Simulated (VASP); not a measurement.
# Se (P6_3/mmc) in VASP: a series of runs

Se is run at these levels: LDA; tasks: relaxation of cell and atoms.

Program: VASP 6.6.1. These are calculated values, not measurements. Logs are shortened: lines on timing, memory, paths and dates and some standing lists are left out, and cuts for length are marked.

### Step 1. The cell of the first run

Symmetry: P6_3/mmc, No. 194, hexagonal system. Conventional cell: a = 2.660 Å, b = 2.660 Å, c = 4.309 Å, α = 90.00°, β = 90.00°, γ = 120.00°. Se (site symmetry -6m2) has 12 Se at 2.65 to 2.66 Å within 3.5 Å.

This isn't the form of Se at room conditions, which is trigonal, of chains.

### Step 2. Relaxation of cell and atoms, LDA, target pressure 72 GPa, at which the enthalpy is minimised

INCAR reads:

```
ALGO = Normal
EDIFF = 1E-6
EDIFFG = -0.005
ENCUT = 600
IBRION = 2
ISIF = 3
ISMEAR = -1
LASPH = T
LCHARG = F
LREAL = F
LWAVE = F
NELM = 80
NSW = 60
PREC = Accurate
PSTRESS = 720.0
SIGMA = 0.05
```

KPOINTS reads:

```
k-points
0
Gamma
  16 16 9
```

POSCAR reads:

```
Se
1.0
    2.6600594057      0.0000000000      0.0000000000
   -1.3300297029      2.3036790209      0.0000000000
    0.0000000000      0.0000000000      4.3092962372
Se
2
Direct
    0.3333333333      0.6666666667      0.2500000000
    0.6666666667      0.3333333333      0.7500000000
```

Potentials or basis: VASP PAW LDA potentials, release 64 (Se).

Run with:

```sh
> cat potpaw_LDA.64/Se/POTCAR > POTCAR
> mpirun -np 1 vasp_std > vasp.out
```

OUTCAR:

```text
EDIFF = 1E-6
   EDIFFG = -0.005
   ENCUT = 600
   IBRION = 2
   ISIF = 3
   ISMEAR = -1
   LASPH = T
   LREAL = F
   NELM = 80
   NSW = 60
   PREC = Accurate
   PSTRESS = 720.0

 ion  position               nearest neighbor table
   1  0.333  0.667  0.250-   2 2.65   2 2.65   2 2.65   2 2.65   2 2.65   2 2.65
   2  0.667  0.333  0.750-   1 2.65   1 2.65   1 2.65   1 2.65   1 2.65   1 2.65

  LATTYP: Found a hexagonal cell.
 ALAT       =     2.6600594057
 C/A-ratio  =     1.6200000000

  Lattice vectors:

 A1 = (   2.6600594057,   0.0000000000,   0.0000000000)
 A2 = (  -1.3300297029,   2.3036790209,   0.0000000000)
 A3 = (   0.0000000000,   0.0000000000,   4.3092962372)

Analysis of symmetry for initial positions (statically):
=====================================================================
 Subroutine PRICEL returns:
 Original cell was already a primitive cell.

 Routine SETGRP: Setting up the symmetry group for a
 hexagonal supercell.

 Subroutine GETGRP returns: Found 24 space group operations
 (whereof 12 operations were pure point group operations)
 out of a pool of 24 trial point group operations.

The static configuration has the point symmetry D_3d.
 The point group associated with its full space group is D_6h.

Analysis of symmetry for dynamics (positions and initial velocities):
=====================================================================
 Subroutine PRICEL returns:
 Original cell was already a primitive cell.

 Routine SETGRP: Setting up the symmetry group for a
 hexagonal supercell.

 Subroutine GETGRP returns: Found 24 space group operations
 (whereof 12 operations were pure point group operations)
 out of a pool of 24 trial point group operations.

The dynamic configuration has the point symmetry D_3d.
 The point group associated with its full space group is D_6h.

 Subroutine INISYM returns: Found 24 space group operations
 (whereof 12 operations are pure point group operations),
 and found     1 'primitive' translations

----------------------------------------------------------------------------------------

                                     Primitive cell

  volume of cell :      26.4070

  direct lattice vectors                    reciprocal lattice vectors
     2.660059406  0.000000000  0.000000000     0.375931454  0.217044126  0.000000000
    -1.330029703  2.303679021  0.000000000     0.000000000  0.434088252  0.000000000
     0.000000000  0.000000000  4.309296237     0.000000000  0.000000000  0.232056453

  length of vectors
[... 111 lines left out ...]
   LEPSILON=     F    determine dielectric tensor
   LRPA    =     F    only Hartree local field effects (RPA)
 conjugate gradient relaxation of ions
 non-spin polarized calculation
  energy-cutoff  :      600.00
  volume of cell :       26.41
 maximum number of plane-waves:       899
 NGX is ok and might be reduce to    24
   NGX = 11   NGY = 11   NGZ = 17

--------------------------------------- Ionic step        1  -------------------------------------------

 number of electron      11.9999999 magnetization

 Free energy of the ion-electron system (eV)
  ---------------------------------------------------
  ext. energy  EPLUGINS =         0.00000000
  ---------------------------------------------------
  free energy    TOTEN  =        -5.32256726 eV

  energy without entropy =       -5.31533491  energy(sigma->0) =       -5.31895109

------------------------ aborting loop because EDIFF is reached ----------------------------------------

  FORCE on cell =-STRESS in cart. coord.  units (eV):
  Direction    XX          YY          ZZ          XY          YZ          ZX
  --------------------------------------------------------------------------------------
  -------------------------------------------------------------------------------------
  Total       12.5346426     12.5346426     10.3667140     -0.0000000     -0.0000000      0.0000000
  in kB      760.5064212    760.5064211    628.9730628     -0.0000000     -0.0000000      0.0000000
  external PRESSURE =      -3.3380316 kB  Pullay stress =     720.0000000 kB
[... 97 lines left out ...]
  energy  without entropy=       -4.9703688889  energy(sigma->0) =       -4.97279811

  enthalpy is  TOTEN    =         6.5236072327 eV   P V=       11.4988345556

[... ionic steps 4 to 15 ...]

--------------------------------------- Ionic step       16  -------------------------------------------

 number of electron      11.9999998 magnetization

------------------------ aborting loop because EDIFF is reached ----------------------------------------
[... 71 lines left out ...]
--------------------------------------- Ionic step       18  -------------------------------------------

 number of electron      11.9999998 magnetization

 Free energy of the ion-electron system (eV)
  ---------------------------------------------------
  ext. energy  EPLUGINS =         0.00000000
  ---------------------------------------------------
  free energy    TOTEN  =        -5.51801984 eV

  energy without entropy =       -5.51131019  energy(sigma->0) =       -5.51466501

 E-fermi :  12.0283     XC(G=0): -12.7264

 val. band max:       12.0130691790   @ k =   0.1875   0.0625   0.4444
 cond. band min:      12.0311687378   @ k =   0.1875   0.0000   0.3333
 fundamental gap:      0.0180995588
 Fermi energy:        12.0283318041

 k-point     1 :       0.0000    0.0000    0.0000
  band No.  band energies     occupation
      1      -9.0800      2.00000
      2      -0.6905      2.00000
      3       1.4861      2.00000
      4      12.9682      0.00000
      5      12.9682      0.00000
      6      16.0667      0.00000
      7      16.0667      0.00000
      8      19.2487      0.00000
      9      19.6579      0.00000
     10      23.1680      0.00000
[... 287 lines left out ...]
 k-point    24 :       0.2500    0.1875    0.0000
  band No.  band energies     occupation
      1      -5.6509      2.00000
      2       0.3302      2.00000
      3       4.8821      2.00000
      4       4.8965      2.00000
      5       5.7547      2.00000
      6      11.0797      2.00000
      7      11.9487      1.66172
      8      13.0161      0.00000
      9      17.9941      0.00000
     10      20.4945      0.00000

 [... further k-points ...]

------------------------ aborting loop because EDIFF is reached ----------------------------------------

  FORCE on cell =-STRESS in cart. coord.  units (eV):
  Direction    XX          YY          ZZ          XY          YZ          ZX
  --------------------------------------------------------------------------------------
  -------------------------------------------------------------------------------------
  Total       11.9413190     11.9413190     11.9346579     -0.0000000      0.0000000      0.0000000
  in kB      720.0981337    720.0981336    719.6964502     -0.0000001      0.0000000      0.0000000
  external PRESSURE =      -0.0357608 kB  Pullay stress =     720.0000000 kB
[... 21 lines left out ...]
  energy  without entropy=       -5.5113101867  energy(sigma->0) =       -5.51466501

  enthalpy is  TOTEN    =         6.4216718460 eV   P V=       11.9396916835

 reached required accuracy - stopping structural energy minimisation
```

CONTCAR:

```text
Se
   1.00000000000000
     2.7856191487686526   -0.0000000001759988    0.0000000000000000
    -1.3928095745891056    2.4124169481047661    0.0000000000000001
    -0.0000000000000000   -0.0000000000000000    3.9536396921657531
  Se
     2
Direct
     0.3333333332999970    0.6666666667000030    0.2500000000000000
     0.6666666667000030    0.3333333332999970    0.7500000000000000

  0.00000000E+00  0.00000000E+00  0.00000000E+00
  0.00000000E+00  0.00000000E+00  0.00000000E+00
```

Wall time 6.5 min (1 thread of Oxide Virtual Turin-like, shared host); peak memory 0.14 GiB.

What came out:

```
Free energy                                                : -5.5180 eV
Relaxed volume                                             : 13.28 Å³/atom
Relaxed cell                                               : a = 2.786 Å, b = 2.786 Å, c = 3.954 Å, α = 90.00°, β = 90.00°, γ = 120.00°
Space group after relaxing (to 0.1 Å)                      : P6_3/mmc (No. 194)
Energy change on relaxing (the run minimises the enthalpy) : -97.7 meV/atom
Ionic steps                                                : 18
Pressure after relaxing                                    : 72.0 GPa
Band gap on the k mesh                                     : zero (bands 6 and 7 overlap by 7.19 eV)
```

The path:
```csv
step,energy change (eV),largest force (eV/Å),pressure (GPa),volume (Å³)
1,0.0000,0.0000,71.67,26.41
2,-0.0075,0.0000,73.78,26.28
3,0.3473,0.0000,91.83,25.59
4,0.0527,0.0000,78.93,26.04
5,-0.3727,0.0000,67.72,26.97
6,-0.1965,0.0000,72.25,26.57
7,-0.1918,0.0000,72.38,26.56
8,-0.1962,0.0000,72.15,26.57
9,-0.2073,0.0000,71.57,26.60
10,-0.2018,0.0000,71.85,26.58
11,-0.2028,0.0000,71.81,26.59
12,-0.1901,0.0000,72.12,26.56
13,-0.1971,0.0000,71.94,26.57
14,-0.1967,0.0000,71.95,26.57
15,-0.1961,0.0000,71.96,26.57
16,-0.1963,0.0000,71.97,26.57
17,-0.1966,0.0000,71.96,26.57
18,-0.1955,0.0000,72.00,26.57
```

Final structure:
```
CELL_PARAMETERS angstrom
2.78562 0.00000 0.00000
-1.39281 2.41242 0.00000
0.00000 0.00000 3.95364
ATOMIC_POSITIONS crystal
Se 0.33333 0.66667 0.25000
Se 0.66667 0.33333 0.75000
```

Caveat: the cell is relaxed towards a set pressure, so the run minimises the enthalpy, not the energy.

### Step 3. Relaxation of cell and atoms, LDA, target pressure 72 GPa, at which the enthalpy is minimised

This run uses another cell than the first one, of 13.24 Å³/atom.

INCAR reads:

```
ALGO     = Normal         # electronic algorithm
EDIFF    = 1E-7           # SCF threshold, eV
EDIFFG   = -0.005         # ionic threshold
ENCUT    = 600            # plane-wave cutoff, eV
IBRION   = 2              # ionic algorithm
ISIF     = 3              # what is computed and relaxed
ISMEAR   = -1             # smearing method
LASPH    = T              # aspherical terms in the spheres
LCHARG   = F              # write CHGCAR
LREAL    = F              # projectors in reciprocal space
LWAVE    = F              # write WAVECAR
NELM     = 100            # most SCF steps
NSW      = 32             # ionic steps
PREC     = Accurate       # precision mode
PSTRESS  = 720.0        
SIGMA    = 0.05           # smearing width, eV
```

KPOINTS is that of step 2.

POSCAR reads:

```
Se
1.0
    2.7838163257      0.0000000000      0.0000000000
   -1.3919081629      2.4108556575      0.0000000000
    0.0000000000      0.0000000000      3.9460952051
Se
2
Direct
    0.3333333333      0.6666666667      0.2500000000
    0.6666666667      0.3333333333      0.7500000000
```

Potentials or basis: VASP PAW LDA potentials, release 64 (Se).

Run with:

```sh
> cat potpaw_LDA.64/Se/POTCAR > POTCAR
> mpirun -np 1 vasp_std > vasp.out
```

Wall time 2 min (1 thread of Oxide Virtual Turin-like, shared host); peak memory 0.14 GiB.

The run converged. Its results:

```yaml
Free_energy: -5.5184 eV
Relaxed_volume: 13.28 Å³/atom
Relaxed_cell: a = 2.786 Å, b = 2.786 Å, c = 3.952 Å, α = 90.00°, β = 90.00°, γ = 120.00°
Space_group_after_relaxing_to_0.1_Å: P6_3/mmc (No. 194)
Energy_change_on_relaxing_the_run_minimises_the_enthalpy: -19.4 meV/atom
Ionic_steps: 5
Pressure_after_relaxing: 72.0 GPa
Band_gap_on_the_k_mesh: zero (bands 6 and 7 overlap by 7.19 eV)
```

The path:
```tsv
step	energy change (eV)	largest force (eV/Å)	pressure (GPa)	volume (Å³)
1	0.0000	0.0000	73.19	26.48
2	-0.1673	0.0000	68.17	26.86
3	-0.0404	0.0000	71.98	26.57
4	-0.0396	0.0000	72.00	26.57
5	-0.0389	0.0000	72.01	26.57
```

Final structure:
```cif
data_structure
_symmetry_space_group_name_H-M 'P 1'
_symmetry_Int_Tables_number 1
_cell_length_a 2.7861
_cell_length_b 2.7861
_cell_length_c 3.9524
_cell_angle_alpha 90.000
_cell_angle_beta 90.000
_cell_angle_gamma 120.000
_cell_volume 26.57
loop_
_atom_site_label
_atom_site_type_symbol
_atom_site_fract_x
_atom_site_fract_y
_atom_site_fract_z
_atom_site_occupancy
Se1 Se 0.33333 0.66667 0.25000 1
Se2 Se 0.66667 0.33333 0.75000 1
```

Levels at points of the mesh, in eV from the Fermi level:
| k point | band 4 | band 5 | band 6 | band 7 | band 8 | band 9 |
| --- | --- | --- | --- | --- | --- | --- |
| (0.00, 0.00, 0.00) | 0.93 | 0.93 | 4.03 | 4.03 | 7.21 | 7.63 |
| (0.50, 0.00, 0.00) | -5.79 | -4.81 | -3.13 | -2.59 | 2.93 | 3.63 |

Caveat: the cell is relaxed towards a set pressure, so the run minimises the enthalpy, not the energy.
